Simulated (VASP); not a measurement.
# Al3GaN4 (P1) in VASP: single point with PBEsol

Aim: the single point of Al3GaN4 with PBEsol.

All numbers are computed with VASP 6.6.1; they aren't measurements. Logs are shortened: lines on timing, memory, paths and dates and some standing lists are left out, and cuts for length are marked.

### Step 1. The cell of the first run

The typed cell holds 8 atoms: a = 5.043 Å, b = 3.130 Å, c = 5.418 Å, α = 90.00°, β = 90.03°, γ = 90.00°.

### Step 2. Single point, PBEsol (all Ga atoms moved +0.263 Å, as atom 4 along Cartesian [1 -1 0])

INCAR reads:

```
PREC = Accurate
ENCUT = 520
EDIFF = 1E-7
ISMEAR = 0
SIGMA = 0.05
LREAL = False
LASPH = True
NELM = 100
ALGO = Normal
ISIF = 2
LWAVE = False
LCHARG = False
GGA = PS
NBANDS = 31
```

KPOINTS reads:

```
regular mesh
0
Gamma
  6 8 4
```

POSCAR reads:

```
Al3GaN4
1.0
    5.0434079743      0.0000000000      0.0001149899
    0.0000000000      3.1300738979      0.0000000000
   -0.0032362578      0.0000000000      5.4179919454
Al Ga N
3 1 4
Direct
    0.5002300429      0.5000000000      0.1673295662
    0.0009207031      0.5000000000      0.8348055926
    0.0010880657      0.0000000000      0.3316926346
    0.5362253044     -0.0593006862      0.6662001207
    0.1111724737      0.0000000000      0.6663292504
    0.1224543244      0.5000000000      0.1671578642
    0.6251234792      0.5000000000      0.8401923549
    0.6231881982      0.0000000000      0.3262928352
```

Potentials or basis: VASP PAW PBE potentials, release 64 (Al, Ga_d, N).

Launch:

```console
$ cat potpaw_PBE.64/Al/POTCAR potpaw_PBE.64/Ga_d/POTCAR potpaw_PBE.64/N/POTCAR > POTCAR
$ mpirun -np 1 vasp_std > vasp.out
```

OUTCAR:

```text
PREC = Accurate
   ENCUT = 520
   EDIFF = 1E-7
   ISMEAR = 0
   LREAL = False
   LASPH = True
   NELM = 100
   ISIF = 2
   GGA = PS

 ion  position               nearest neighbor table
   1  0.500  0.500  0.167-   7 1.88   8 1.89   8 1.89   6 1.91   4 3.04   4 3.05   2 3.10   3 3.10
                             3 3.10   3 3.10   3 3.10   2 3.10
   2  0.001  0.500  0.835-   5 1.90   5 1.90   7 1.90   6 1.90   4 2.87   4 3.06   1 3.10   1 3.10
                             3 3.11   3 3.11   3 3.14   3 3.14
   3  0.001  0.000  0.332-   5 1.90   6 1.90   6 1.90   8 1.91   4 2.97   1 3.10   1 3.10   1 3.10
                             1 3.10   2 3.11   2 3.11   2 3.14   2 3.14
   4  0.536  0.941  0.666-   7 1.73   8 1.90   7 2.04   5 2.15   2 2.87   3 2.97   1 3.04   1 3.05
                             2 3.06
   5  0.111  0.000  0.666-   2 1.90   2 1.90   3 1.90   4 2.15
   6  0.122  0.500  0.167-   2 1.90   3 1.90   3 1.90   1 1.91
   7  0.625  0.500  0.840-   4 1.73   1 1.88   2 1.90   4 2.04
   8  0.623  0.000  0.326-   1 1.89   1 1.89   4 1.90   3 1.91

  LATTYP: Found a simple monoclinic cell.
 ALAT       =     5.0434079756
 B/A-ratio  =     0.6206267494
 C/A-ratio  =     1.0742721862
 COS(beta)  =    -0.0005745167

  Lattice vectors:

 A1 = (   5.0434079743,   0.0000000000,   0.0001149899)
 A2 = (   0.0000000000,   3.1300738979,   0.0000000000)
 A3 = (  -0.0032362578,   0.0000000000,   5.4179919454)

Analysis of symmetry for initial positions (statically):
=====================================================================
 Subroutine PRICEL returns:
 Original cell was already a primitive cell.

 Routine SETGRP: Setting up the symmetry group for a
 simple monoclinic supercell.

 Subroutine GETGRP returns: Found  1 space group operations
 (whereof  1 operations were pure point group operations)
 out of a pool of  4 trial point group operations.

The static configuration has the point symmetry C_1 .

Analysis of symmetry for dynamics (positions and initial velocities):
=====================================================================
 Subroutine PRICEL returns:
 Original cell was already a primitive cell.

 Routine SETGRP: Setting up the symmetry group for a
 simple monoclinic supercell.

 Subroutine GETGRP returns: Found  1 space group operations
 (whereof  1 operations were pure point group operations)
 out of a pool of  4 trial point group operations.

The dynamic configuration has the point symmetry C_1 .

 Subroutine INISYM returns: Found  1 space group operations
 (whereof  1 operations are pure point group operations),
 and found     1 'primitive' translations

----------------------------------------------------------------------------------------

                                     Primitive cell

  volume of cell :      85.5297

  direct lattice vectors                    reciprocal lattice vectors
     5.043407974  0.000000000  0.000114990     0.198278623  0.000000000  0.000118435
     0.000000000  3.130073898  0.000000000     0.000000000  0.319481275  0.000000000
    -0.003236258  0.000000000  5.417991945    -0.000004208  0.000000000  0.184570224

  length of vectors
     5.043407976  3.130073898  5.417992912     0.198278658  0.319481275  0.184570224

  position of ions in fractional coordinates (direct lattice)
     0.500230043  0.500000000  0.167329566
     0.000920703  0.500000000  0.834805593
     0.001088066  0.000000000  0.331692635
     0.536225304  0.940699314  0.666200121
     0.111172474  0.000000000  0.666329250
     0.122454324  0.500000000  0.167157864
     0.625123479  0.500000000  0.840192355
     0.623188198  0.000000000  0.326292835

  ion indices of the primitive-cell ions
   primitive index   ion index
                 1           1
                 2           2
                 3           3
                 4           4
                 5           5
                 6           6
                 7           7
                 8           8

----------------------------------------------------------------------------------------

 KPOINTS: regular mesh

Automatic generation of k-mesh.
 Grid dimensions read from file:
 generate k-points for:    6    8    4

 Generating k-lattice:

  Cartesian coordinates                     Fractional coordinates (reciprocal lattice)
     0.033046437  0.000000000  0.000019739     0.166666667  0.000000000 -0.000000000
     0.000000000  0.039935159  0.000000000     0.000000000  0.125000000  0.000000000
    -0.000001052  0.000000000  0.046142556    -0.000000000  0.000000000  0.250000000

  Length of vectors
     0.033046443  0.039935159  0.046142556

  Shift w.r.t. Gamma in fractional coordinates (k-lattice)
     0.000000000  0.000000000  0.000000000

 Subroutine IBZKPT returns following result:
 ===========================================

 Found    100 irreducible k-points:

 Following reciprocal coordinates:
            Coordinates               Weight
  0.000000  0.000000  0.000000      1.000000
  0.166667  0.000000  0.000000      2.000000
  0.333333  0.000000 -0.000000      2.000000
  0.500000  0.000000  0.000000      1.000000
  0.000000  0.125000  0.000000      2.000000
  0.166667  0.125000  0.000000      2.000000
[... 16 lines left out ...]
  0.000000  0.500000  0.000000      1.000000
  0.166667  0.500000  0.000000      2.000000
 [... further k-points ...]
   k-points           NKPTS =    100   k-points in BZ     NKDIM =    100   number of bands    NBANDS=     31
   number of dos      NEDOS =    301   number of ions     NIONS =      8
   total plane-waves  NPLWV =  38400
   dimension x,y,z NGX =    40 NGY =   24 NGZ =   40
   dimension x,y,z NGXF=    80 NGYF=   48 NGZF=   80
   ions per type =               3   1   4
   NGX,Y,Z   is equivalent  to a cutoff of  13.19, 12.75, 12.27 a.u.
   NGXF,Y,Z  is equivalent  to a cutoff of  26.37, 25.49, 24.55 a.u.
 SYSTEM =  unknown system
   PREC   = accura    normal or accurate (medium, high low for compatibility)
   ISTART =      0    job   : 0-new  1-cont  2-samecut
   ICHARG =      2    charge: 1-file 2-atom 10-const
   ISPIN  =      1    spin polarized calculation?
   LNONCOLLINEAR =      F non collinear calculations
   LSORBIT =      F    spin-orbit coupling
   LASPH  =      T    aspherical Exc in radial PAW
   ENCUT  =  520.0 eV  38.22 Ry    6.18 a.u.   9.38  5.82 10.07*2*pi/ulx,y,z
   NELM   =    100;   NELMIN=  2; NELMDL= -5     # of ELM steps
   EDIFF  = 0.1E-06   stopping-criterion for ELM
   LREAL  =      F    real-space projection
   EDIFFG = 0.1E-05   stopping-criterion for IOM
   NSW    =      0    number of steps for IOM
   IBRION =     -1    ionic relax: 0-MD 1-quasi-New 2-CG
   NFREE  =      0    steps in history (QN), initial steepest desc. (CG)
   ISIF   =      2    stress and relaxation
   ISYM   =      2    0-nonsym 1-usesym 2-fastsym
   POTIM  = 0.5000    time-step for ionic-motion
   TEBEG  =    0.0;   TEEND  =   0.0 temperature during run
   PSTRESS=    0.0 pullay stress
   NELECT =      42.0000    total number of electrons
   NUPDOWN=      -1.0000    fix difference up-down
   EMIN   =  10.00;   EMAX   =-10.00  energy-range for DOS
   EFERMI =   0.00;   METHOD = LEGACY
   ISMEAR =     0;   SIGMA  =   0.05  broadening in eV -4-tet -1-fermi 0-gaus
   EFERMI_NEDOS =   21; number of points for ismear=-14 and -15
   IALGO  =     38    algorithm
   IMIX   =      4    mixing-type and parameters
     AMIX     =   0.40;   BMIX     =  1.00
     AMIX_MAG =   1.60;   BMIX_MAG =  1.00
  volume/ion in A,a.u.               =      10.69        72.15
  Fermi-wavevector in a.u.,A,eV,Ry     =   1.291573  2.440719 22.696701  1.668160
  Thomas-Fermi vector in A             =   2.423334
   LORBIT       =      0    0 simple, 1 ext, 2 COOP (PROOUT), +10 PAW based schemes
   GGA     = PS    functional components
   LHFCALC =     F    Hartree Fock is set to
   AEXX    =    0.0000 exact exchange contribution
   IVDW    =     0    specifies the selected vdW correction
   LEPSILON=     F    determine dielectric tensor
   LRPA    =     F    only Hartree local field effects (RPA)
 non-spin polarized calculation
 Gauss-broadening in eV      SIGMA  =   0.05
  energy-cutoff  :      520.00
  volume of cell :       85.53
 maximum number of plane-waves:      2328
 NGX is ok and might be reduce to    40
   NGX = 19   NGY = 11   NGZ = 21

 number of electron      41.9999995 magnetization

 Free energy of the ion-electron system (eV)
  ---------------------------------------------------
  ext. energy  EPLUGINS =         0.00000000
  ---------------------------------------------------
  free energy    TOTEN  =       -59.49202225 eV

  energy without entropy =      -59.49202225  energy(sigma->0) =      -59.49202225

 E-fermi :   6.1341     XC(G=0): -11.3156

 val. band max:        5.8685804482   @ k =   0.0000   0.0000   0.0000
 cond. band min:       9.1900422126   @ k =   0.0000   0.0000   0.0000
 fundamental gap:      3.3214617645
 Fermi energy:         6.1341181564

 k-point     1 :       0.0000    0.0000    0.0000
  band No.  band energies     occupation
      1      -9.8409      2.00000
      2      -8.6186      2.00000
      3      -8.0082      2.00000
      4      -7.3346      2.00000
      5      -7.1653      2.00000
      6      -7.0792      2.00000
[... 23 lines left out ...]
     30      16.6740      0.00000
     31      16.8230      0.00000

 k-point     2 :       0.1667    0.0000    0.0000
  band No.  band energies     occupation
      1      -9.7752      2.00000
      2      -8.6018      2.00000
      3      -8.0346      2.00000
      4      -7.3333      2.00000
      5      -7.1667      2.00000
      6      -7.0803      2.00000
[... 23 lines left out ...]
     30      16.7233      0.00000
     31      16.9298      0.00000

 k-point     3 :       0.3333    0.0000   -0.0000
  band No.  band energies     occupation
      1      -9.6236      2.00000
      2      -8.5452      2.00000
      3      -8.1514      2.00000
      4      -7.3249      2.00000
      5      -7.1691      2.00000
      6      -7.0857      2.00000
[... 703 lines left out ...]
     30      15.7766      0.00000
     31      16.3311      0.00000

 k-point    24 :       0.1667    0.5000    0.0000
  band No.  band energies     occupation
      1      -9.0205      2.00000
      2      -8.2077      2.00000
      3      -7.4853      2.00000
      4      -7.2100      2.00000
      5      -7.1270      2.00000
      6      -7.0721      2.00000
[... 23 lines left out ...]
     30      15.5686      0.00000
     31      16.7030      0.00000

 [... further k-points ...]
[... 5 lines left out ...]
  --------------------------------------------------------------------------------------
  -------------------------------------------------------------------------------------
  Total       -0.6902431      2.5813127      1.9209562     -1.2563846     -2.8590583      0.5968445
  in kB      -12.9299125     48.3541942     35.9841283    -23.5351054    -53.5570369     11.1803327
  external PRESSURE =      23.8028033 kB  Pullay stress =       0.0000000 kB

 VOLUME and BASIS-vectors are now :
 -----------------------------------------------------------------------------
  energy-cutoff  :      520.00
  volume of cell :       85.53
      direct lattice vectors                 reciprocal lattice vectors
     5.043407974  0.000000000  0.000114990     0.198278623  0.000000000  0.000118435
     0.000000000  3.130073898  0.000000000     0.000000000  0.319481275  0.000000000
    -0.003236258  0.000000000  5.417991945    -0.000004208  0.000000000  0.184570224

 POSITION                                       TOTAL-FORCE (eV/Angst)
 -----------------------------------------------------------------------------------
      2.52232      1.56504      0.90665        -0.315866     -0.117964      0.047185
      0.00194      1.56504      4.52297         0.901384     -0.152416     -0.072965
      0.00441      0.00000      1.79711         0.558821      0.027562      0.106688
      2.70225      2.94446      3.60953        -2.673659      3.769932     -1.327924
      0.55853      0.00000      3.61018         0.337650     -0.216976      0.015521
      0.61705      1.56504      0.90567        -0.006036     -0.003355     -0.029485
      3.15003      1.56504      4.55223         0.969632     -3.203114      1.592849
      3.14194      0.00000      1.76792         0.228073     -0.103669     -0.331867
 -----------------------------------------------------------------------------------
    total drift:                               -0.000273      0.000374     -0.001217

  FREE ENERGIE OF THE ION-ELECTRON SYSTEM (eV)
  ---------------------------------------------------
  free  energy   TOTEN  =       -59.4920222525 eV

  energy  without entropy=      -59.4920222525  energy(sigma->0) =      -59.49202225
```

It took 7.8 min on 1 thread of Intel Xeon 8259CL, shared host; peak memory 0.35 GiB.

Results:

- Free energy: -59.4920 eV
- Pressure: 2.4 GPa
- Largest force: 4.809 eV/Å
- Band gap on the k mesh: 3.32 eV

Forces in eV/Å, atoms in the order of the input:
```
Al  -0.316 -0.118  0.047
Al   0.901 -0.152 -0.073
Al   0.559  0.028  0.107
Ga  -2.674  3.770 -1.328
N    0.338 -0.217  0.016
N   -0.006 -0.003 -0.029
N    0.970 -3.203  1.593
N    0.228 -0.104 -0.332
```

Stress tensor (GPa, compression positive):
```
-1.29 -2.35  1.12
-2.35  4.84 -5.36
 1.12 -5.36  3.60
```

Caveat: the cell differs from its parent crystal (all Ga atoms moved +0.263 Å, as atom 4 along Cartesian [1 -1 0]); the stress differs along the axes, from -1 to 5 GPa; the PAW data sets were made with another functional, which shifts forces and pressure a little.
